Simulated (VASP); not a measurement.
# PbS (Cmcm) in VASP: notebook

PbS is run at these levels: PBEsol; tasks: single point.

Program: VASP 6.6.1. These are calculated values, not measurements. Logs are shortened: lines on timing, memory, paths and dates and some standing lists are left out, and cuts for length are marked.

### 1 The cell of the first run

The structure is orthorhombic, space group Cmcm (No. 63). The conventional cell has a = 4.160 Å, b = 11.983 Å, c = 4.279 Å, α = 90.00°, β = 90.00°, γ = 90.00°. Within 3.5 Å of Pb (site symmetry m2m) lie 5 S at 2.69 to 2.99 Å. S (site symmetry m2m) has 5 Pb at 2.69 to 2.99 Å within 3.5 Å.

### 2 Single point, PBEsol

The input, INCAR:

```
SYSTEM = PbS
PREC = Accurate
ENCUT = 520
EDIFF = 1E-7
ISMEAR = 0
SIGMA = 0.1
LREAL = .FALSE.
LASPH = .TRUE.
NELM = 80
ALGO = Normal
ISIF = 2
LWAVE = .FALSE.
LCHARG = .FALSE.
GGA = PS
NBANDS = 28
```

The input, KPOINTS:

```
Automatic mesh
0
Gamma
  4 4 4
  0.5 0.5 0.5
```

The input, POSCAR:

```
PbS
1.0
    2.0799530000     -5.9912970000      0.0000000000
    2.0799530000      5.9912970000      0.0000000000
    0.0000000000      0.0000000000      4.2793210000
Pb S
2 2
Direct
    0.8694370000      0.1305630000      0.7500000000
    0.1305630000      0.8694370000      0.2500000000
    0.6452030000      0.3547970000      0.7500000000
    0.3547970000      0.6452030000      0.2500000000
```

Potentials or basis: VASP PAW PBE potentials, release 64 (Pb_d, S).

Command:

```sh
> cat potpaw_PBE.64/Pb_d/POTCAR potpaw_PBE.64/S/POTCAR > POTCAR
> mpirun -np 1 vasp_std > vasp.out
```

OUTCAR:

```text
SYSTEM = PbS
   PREC = Accurate
   ENCUT = 520
   EDIFF = 1E-7
   ISMEAR = 0
   LREAL = .FALSE.
   LASPH = .TRUE.
   NELM = 80
   ISIF = 2
   GGA = PS

 ion  position               nearest neighbor table
   1  0.869  0.131  0.750-   3 2.69   4 2.99   4 2.99   4 2.99   4 2.99   2 3.79   2 3.79   2 4.13
                             2 4.13   2 4.13   2 4.13
   2  0.131  0.869  0.250-   4 2.69   3 2.99   3 2.99   3 2.99   3 2.99   1 3.79   1 3.79   1 4.13
                             1 4.13   1 4.13   1 4.13
   3  0.645  0.355  0.750-   1 2.69   2 2.99   2 2.99   2 2.99   2 2.99
   4  0.355  0.645  0.250-   2 2.69   1 2.99   1 2.99   1 2.99   1 2.99

  LATTYP: Found a base centered orthorhombic cell.
 ALAT       =     4.1599060000
 B/A-ratio  =     2.8804963381
 C/A-ratio  =     1.0287061775

  Lattice vectors:

 A1 = (   2.0799530000,  -5.9912970000,   0.0000000000)
 A2 = (   2.0799530000,   5.9912970000,   0.0000000000)
 A3 = (   0.0000000000,   0.0000000000,   4.2793210000)

Analysis of symmetry for initial positions (statically):
=====================================================================
 Subroutine PRICEL returns:
 Original cell was already a primitive cell.

 Routine SETGRP: Setting up the symmetry group for a
 base centered orthorhombic supercell.

 Subroutine GETGRP returns: Found  8 space group operations
 (whereof  4 operations were pure point group operations)
 out of a pool of  8 trial point group operations.

The static configuration has the point symmetry C_2h.
 The point group associated with its full space group is D_2h.

Analysis of symmetry for dynamics (positions and initial velocities):
=====================================================================
 Subroutine PRICEL returns:
 Original cell was already a primitive cell.

 Routine SETGRP: Setting up the symmetry group for a
 base centered orthorhombic supercell.

 Subroutine GETGRP returns: Found  8 space group operations
 (whereof  4 operations were pure point group operations)
 out of a pool of  8 trial point group operations.

The dynamic configuration has the point symmetry C_2h.
 The point group associated with its full space group is D_2h.

 Subroutine INISYM returns: Found  8 space group operations
 (whereof  4 operations are pure point group operations),
 and found     1 'primitive' translations

----------------------------------------------------------------------------------------

                                     Primitive cell

  volume of cell :     106.6545

  direct lattice vectors                    reciprocal lattice vectors
     2.079953000 -5.991297000  0.000000000     0.240390047 -0.083454384  0.000000000
     2.079953000  5.991297000  0.000000000     0.240390047  0.083454384  0.000000000
     0.000000000  0.000000000  4.279321000     0.000000000  0.000000000  0.233681932

  length of vectors
     6.342069396  6.342069396  4.279321000     0.254464161  0.254464161  0.233681932

  position of ions in fractional coordinates (direct lattice)
     0.869437000  0.130563000  0.750000000
     0.130563000  0.869437000  0.250000000
     0.645203000  0.354797000  0.750000000
     0.354797000  0.645203000  0.250000000

  ion indices of the primitive-cell ions
   primitive index   ion index
                 1           1
                 2           2
                 3           3
                 4           4

----------------------------------------------------------------------------------------

 KPOINTS: Automatic mesh

Automatic generation of k-mesh.
 Grid dimensions read from file:
 generate k-points for:    4    4    4

 Generating k-lattice:

  Cartesian coordinates                     Fractional coordinates (reciprocal lattice)
     0.060097512 -0.020863596  0.000000000     0.250000000  0.000000000  0.000000000
     0.060097512  0.020863596  0.000000000     0.000000000  0.250000000  0.000000000
     0.000000000  0.000000000  0.058420483     0.000000000  0.000000000  0.250000000

  Length of vectors
     0.063616040  0.063616040  0.058420483

  Shift w.r.t. Gamma in fractional coordinates (k-lattice)
     0.500000000  0.500000000  0.500000000

 Subroutine IBZKPT returns following result:
 ===========================================

 Found     12 irreducible k-points:

 Following reciprocal coordinates:
            Coordinates               Weight
  0.125000  0.125000  0.125000      4.000000
  0.375000  0.125000  0.125000      8.000000
 -0.375000  0.125000  0.125000      8.000000
 -0.125000  0.125000  0.125000      4.000000
  0.375000  0.375000  0.125000      4.000000
 -0.375000  0.375000  0.125000      4.000000
  0.125000  0.125000  0.375000      4.000000
  0.375000  0.125000  0.375000      8.000000
 -0.375000  0.125000  0.375000      8.000000
 -0.125000  0.125000  0.375000      4.000000
  0.375000  0.375000  0.375000      4.000000
 -0.375000  0.375000  0.375000      4.000000
   k-points           NKPTS =     12   k-points in BZ     NKDIM =     12   number of bands    NBANDS=     28
   number of dos      NEDOS =    301   number of ions     NIONS =      4
   total plane-waves  NPLWV =  73728
   dimension x,y,z NGX =    48 NGY =   48 NGZ =   32
   dimension x,y,z NGXF=    96 NGYF=   96 NGZF=   64
   ions per type =               2   2
   NGX,Y,Z   is equivalent  to a cutoff of  12.58, 12.58, 12.43 a.u.
   NGXF,Y,Z  is equivalent  to a cutoff of  25.16, 25.16, 24.86 a.u.
 SYSTEM =  PbS
   PREC   = accura    normal or accurate (medium, high low for compatibility)
   ISTART =      0    job   : 0-new  1-cont  2-samecut
   ICHARG =      2    charge: 1-file 2-atom 10-const
   ISPIN  =      1    spin polarized calculation?
   LNONCOLLINEAR =      F non collinear calculations
   LSORBIT =      F    spin-orbit coupling
   LASPH  =      T    aspherical Exc in radial PAW
   ENCUT  =  520.0 eV  38.22 Ry    6.18 a.u.  11.79 11.79  7.96*2*pi/ulx,y,z
   NELM   =     80;   NELMIN=  2; NELMDL= -5     # of ELM steps
   EDIFF  = 0.1E-06   stopping-criterion for ELM
   LREAL  =      F    real-space projection
   EDIFFG = 0.1E-05   stopping-criterion for IOM
   NSW    =      0    number of steps for IOM
   IBRION =     -1    ionic relax: 0-MD 1-quasi-New 2-CG
   NFREE  =      0    steps in history (QN), initial steepest desc. (CG)
   ISIF   =      2    stress and relaxation
   ISYM   =      2    0-nonsym 1-usesym 2-fastsym
   POTIM  = 0.5000    time-step for ionic-motion
   TEBEG  =    0.0;   TEEND  =   0.0 temperature during run
   PSTRESS=    0.0 pullay stress
   NELECT =      40.0000    total number of electrons
   NUPDOWN=      -1.0000    fix difference up-down
   EMIN   =  10.00;   EMAX   =-10.00  energy-range for DOS
   EFERMI =   0.00;   METHOD = LEGACY
   ISMEAR =     0;   SIGMA  =   0.10  broadening in eV -4-tet -1-fermi 0-gaus
   EFERMI_NEDOS =   21; number of points for ismear=-14 and -15
   IALGO  =     38    algorithm
   IMIX   =      4    mixing-type and parameters
     AMIX     =   0.40;   BMIX     =  1.00
     AMIX_MAG =   1.60;   BMIX_MAG =  1.00
  volume/ion in A,a.u.               =      26.66       179.94
  Fermi-wavevector in a.u.,A,eV,Ry     =   1.180597  2.231005 18.963933  1.393810
  Thomas-Fermi vector in A             =   2.316887
   LORBIT       =      0    0 simple, 1 ext, 2 COOP (PROOUT), +10 PAW based schemes
   GGA     = PS    functional components
   LHFCALC =     F    Hartree Fock is set to
   AEXX    =    0.0000 exact exchange contribution
   IVDW    =     0    specifies the selected vdW correction
   LEPSILON=     F    determine dielectric tensor
   LRPA    =     F    only Hartree local field effects (RPA)
 non-spin polarized calculation
 Gauss-broadening in eV      SIGMA  =   0.10
  energy-cutoff  :      520.00
  volume of cell :      106.65
 maximum number of plane-waves:      2881
   NGX = 23   NGY = 23   NGZ = 15

 number of electron      40.0000007 magnetization

 Free energy of the ion-electron system (eV)
  ---------------------------------------------------
  ext. energy  EPLUGINS =         0.00000000
  ---------------------------------------------------
  free energy    TOTEN  =       -18.74256346 eV

  energy without entropy =      -18.74256346  energy(sigma->0) =      -18.74256346

 E-fermi :   5.2764     XC(G=0):  -9.7796

 val. band max:        4.8167699644   @ k =  -0.3750   0.3750   0.3750
 cond. band min:       6.0876672497   @ k =  -0.3750   0.3750   0.3750
 fundamental gap:      1.2708972854
 Fermi energy:         5.2764448060

 k-point     1 :       0.1250    0.1250    0.1250
  band No.  band energies     occupation
      1     -11.4892      2.00000
      2     -11.4156      2.00000
      3     -11.4117      2.00000
      4     -11.3937      2.00000
      5     -11.3933      2.00000
      6     -11.3727      2.00000
[... 20 lines left out ...]
     27      11.8890      0.00000
     28      12.2184      0.00000

 k-point     2 :       0.3750    0.1250    0.1250
  band No.  band energies     occupation
      1     -11.4498      2.00000
      2     -11.4448      2.00000
      3     -11.4156      2.00000
      4     -11.3974      2.00000
      5     -11.3831      2.00000
      6     -11.3761      2.00000
[... 20 lines left out ...]
     27      12.0680      0.00000
     28      12.9276      0.00000

 k-point     3 :      -0.3750    0.1250    0.1250
  band No.  band energies     occupation
      1     -11.4868      2.00000
      2     -11.4170      2.00000
      3     -11.4061      2.00000
      4     -11.3961      2.00000
      5     -11.3844      2.00000
      6     -11.3788      2.00000
[... 20 lines left out ...]
     27      12.1065      0.00000
     28      12.6520      0.00000

 k-point     4 :      -0.1250    0.1250    0.1250
  band No.  band energies     occupation
      1     -11.5144      2.00000
      2     -11.4252      2.00000
      3     -11.4135      2.00000
      4     -11.3986      2.00000
      5     -11.3823      2.00000
      6     -11.3736      2.00000
[... 206 lines left out ...]
     27      12.7435      0.00000
     28      14.0121      0.00000

 k-point    11 :       0.3750    0.3750    0.3750
  band No.  band energies     occupation
      1     -11.4862      2.00000
      2     -11.4608      2.00000
      3     -11.4093      2.00000
      4     -11.3950      2.00000
      5     -11.3759      2.00000
      6     -11.3598      2.00000
[... 20 lines left out ...]
     27      11.1301      0.00000
     28      11.7292      0.00000

 k-point    12 :      -0.3750    0.3750    0.3750
  band No.  band energies     occupation
      1     -11.4739      2.00000
      2     -11.4362      2.00000
      3     -11.3976      2.00000
      4     -11.3889      2.00000
      5     -11.3835      2.00000
      6     -11.3784      2.00000
[... 20 lines left out ...]
     27      12.9634      0.00000
     28      13.1802      0.00000

------------------------ aborting loop because EDIFF is reached ----------------------------------------

  FORCE on cell =-STRESS in cart. coord.  units (eV):
  Direction    XX          YY          ZZ          XY          YZ          ZX
  --------------------------------------------------------------------------------------
  -------------------------------------------------------------------------------------
  Total       -1.3388414     -0.9201051     -1.4727503      0.0000000      0.0000000      0.0000000
  in kB      -20.1122416    -13.8219328    -22.1238379      0.0000000      0.0000000      0.0000000
  external PRESSURE =     -18.6860041 kB  Pullay stress =       0.0000000 kB

 VOLUME and BASIS-vectors are now :
 -----------------------------------------------------------------------------
  energy-cutoff  :      520.00
  volume of cell :      106.65
      direct lattice vectors                 reciprocal lattice vectors
     2.079953000 -5.991297000  0.000000000     0.240390047 -0.083454384  0.000000000
     2.079953000  5.991297000  0.000000000     0.240390047  0.083454384  0.000000000
     0.000000000  0.000000000  4.279321000     0.000000000  0.000000000  0.233681932

 POSITION                                       TOTAL-FORCE (eV/Angst)
 -----------------------------------------------------------------------------------
      2.07995     -4.42681      3.20949         0.000000      0.029287      0.000000
      2.07995      4.42681      1.06983         0.000000     -0.029287      0.000000
      2.07995     -1.73991      3.20949         0.000000      0.057752      0.000000
      2.07995      1.73991      1.06983         0.000000     -0.057752     -0.000000
 -----------------------------------------------------------------------------------
    total drift:                                0.000000     -0.000000      0.000000

  FREE ENERGIE OF THE ION-ELECTRON SYSTEM (eV)
  ---------------------------------------------------
  free  energy   TOTEN  =       -18.7425634635 eV

  energy  without entropy=      -18.7425634635  energy(sigma->0) =      -18.74256346
```

Run time: 77 s. Hardware: 1 thread of Intel Xeon 8259CL, shared host; peak memory 0.26 GiB.

Results:

```
Free energy            : -18.7426 eV
Pressure               : -1.9 GPa
Largest force          : 0.058 eV/Å
Band gap on the k mesh : 1.27 eV
```

Forces on the atoms (eV/Å):
```
Pb   0.000  0.029  0.000
Pb   0.000 -0.029  0.000
S    0.000  0.058  0.000
S    0.000 -0.058  0.000
```

Caveat: the PAW data sets were made with another functional, which shifts forces and pressure a little; spin-orbit coupling is left out, which moves the levels of the heavy elements; a shifted mesh leaves out Γ, where band edges can lie. A k mesh can miss the band edges.

### 3 Single point, PBEsol, non-collinear spin, zero start, spin-orbit coupling

The input, INCAR:

```
SYSTEM = PbS
  PREC = Accurate
  ENCUT = 520
  EDIFF = 1E-6
  ISMEAR = 0
  SIGMA = 0.1
  LREAL = .FALSE.
  LASPH = .TRUE.
  NELM = 150
  ALGO = Normal
  ISIF = 2
  LWAVE = .FALSE.
  LCHARG = .FALSE.
  MAGMOM = 0 0 0 0 0 0 0 0 0 0 0 0
  LORBIT = 11
  LSORBIT = .TRUE.
  GGA_COMPAT = .FALSE.
  LORBMOM = .TRUE.
  GGA = PS
  NBANDS = 54
```

KPOINTS is that of step 2.

POSCAR is that of step 2.

Potentials or basis: VASP PAW PBE potentials, release 64 (Pb_d, S).

Command:

```sh
> cat potpaw_PBE.64/Pb_d/POTCAR potpaw_PBE.64/S/POTCAR > POTCAR
> mpirun -np 1 vasp_ncl > vasp.out
```

OUTCAR:

```text
SYSTEM = PbS
   PREC = Accurate
   ENCUT = 520
   EDIFF = 1E-6
   ISMEAR = 0
   LREAL = .FALSE.
   LASPH = .TRUE.
   NELM = 150
   ISIF = 2
   LORBIT = 11
   LSORBIT = .TRUE.
   GGA = PS

 ion  position               nearest neighbor table
   1  0.869  0.131  0.750-   3 2.69   4 2.99   4 2.99   4 2.99   4 2.99   2 3.79   2 3.79   2 4.13
                             2 4.13   2 4.13   2 4.13
   2  0.131  0.869  0.250-   4 2.69   3 2.99   3 2.99   3 2.99   3 2.99   1 3.79   1 3.79   1 4.13
                             1 4.13   1 4.13   1 4.13
   3  0.645  0.355  0.750-   1 2.69   2 2.99   2 2.99   2 2.99   2 2.99
   4  0.355  0.645  0.250-   2 2.69   1 2.99   1 2.99   1 2.99   1 2.99

  LATTYP: Found a base centered orthorhombic cell.
 ALAT       =     4.1599060000
 B/A-ratio  =     2.8804963381
 C/A-ratio  =     1.0287061775
[... 1006 lines left out ...]
     0.0000000     0.0000000     0.0000000     0.0000000     0.0000000     0.0000000     0.0000000
     0.0000000     0.0000000     0.0000000     0.0000000     0.0000000     0.0000000     0.0000000

 total charge

# of ion       s       p       d       tot
------------------------------------------
    1        1.438   0.570   9.843  11.851
    2        1.438   0.570   9.843  11.851
    3        1.347   2.304   0.000   3.651
    4        1.347   2.304   0.000   3.651
--------------------------------------------------
tot          5.570   5.747  19.686  31.004

 magnetization (x)

# of ion       s       p       d       tot
------------------------------------------
    1        0.000   0.000   0.000   0.000
    2        0.000   0.000   0.000   0.000
    3        0.000   0.000   0.000   0.000
    4        0.000   0.000   0.000   0.000
--------------------------------------------------
tot          0.000   0.000   0.000   0.000

 magnetization (y)

# of ion       s       p       d       tot
------------------------------------------
    1        0.000   0.000   0.000   0.000
    2        0.000   0.000   0.000   0.000
    3        0.000   0.000   0.000   0.000
    4        0.000   0.000   0.000   0.000
--------------------------------------------------
tot          0.000   0.000   0.000   0.000

 magnetization (z)

# of ion       s       p       d       tot
------------------------------------------
    1        0.000   0.000   0.000   0.000
    2        0.000   0.000   0.000   0.000
    3        0.000   0.000   0.000   0.000
    4        0.000   0.000   0.000   0.000
--------------------------------------------------
tot          0.000   0.000   0.000   0.000
```

OSZICAR:

```text
N       E                     dE             d eps       ncg     rms          rms(c)
DAV:   1     0.473737744805E+03    0.47374E+03   -0.17975E+04  1296   0.160E+03
DAV:   2     0.488550841143E+02   -0.42488E+03   -0.40765E+03  1296   0.446E+02
DAV:   3    -0.154434554973E+02   -0.64299E+02   -0.60647E+02  1618   0.199E+02
DAV:   4    -0.201050055770E+02   -0.46616E+01   -0.45848E+01  1634   0.523E+01
DAV:   5    -0.202849732747E+02   -0.17997E+00   -0.17955E+00  1736   0.108E+01    0.619E+00
DAV:   6    -0.195197732043E+02    0.76520E+00   -0.11148E+00  1858   0.107E+01    0.379E+00
DAV:   7    -0.195352869968E+02   -0.15514E-01   -0.44928E-01  1696   0.315E+00    0.228E+00
DAV:   8    -0.195371282624E+02   -0.18413E-02   -0.63763E-02  1810   0.266E+00    0.613E-01
DAV:   9    -0.195315026709E+02    0.56256E-02   -0.11036E-02  1832   0.114E+00    0.250E-01
DAV:  10    -0.195315419945E+02   -0.39324E-04   -0.33635E-03  1840   0.341E-01    0.945E-02
DAV:  11    -0.195316158479E+02   -0.73853E-04   -0.37563E-04  1730   0.167E-01    0.215E-02
DAV:  12    -0.195316153117E+02    0.53615E-06   -0.36017E-05  1880   0.511E-02    0.124E-02
DAV:  13    -0.195316154878E+02   -0.17609E-06   -0.71452E-06  1426   0.176E-02
   1 F= -.19531615E+02 E0= -.19531615E+02  d E =-.454892E-12  mag=    -0.0000     0.0000     0.0000
```

It took 5.3 min on 1 thread of Intel Xeon 8259CL, shared host; peak memory 0.58 GiB.

Results:

| Property | Result |
| --- | --- |
| Free energy | -19.5316 eV |
| Pressure | -2.0 GPa |
| Largest force | 0.069 eV/Å |
| Net moment | 0.00 μB per cell |
| Valence electrons inside the program's atomic spheres | Pb 11.85; S 3.65 |

Forces on the atoms (eV/Å):
```
Pb   0.000  0.069  0.000
Pb   0.000 -0.069  0.000
S    0.000  0.002  0.000
S    0.000 -0.002  0.000
```

Stress tensor (GPa, compression positive):
```
-1.96  0.00  0.00
 0.00 -1.76  0.00
 0.00  0.00 -2.25
```

Moments on the atoms (μB; x, y, z):
```
Pb  0.00 0.00 0.00
Pb  0.00 0.00 0.00
S   0.00 0.00 0.00
S   0.00 0.00 0.00
```

Caveat: the k points lie up to 0.40 Å⁻¹ apart; the PAW data sets were made with another functional, which shifts forces and pressure a little.
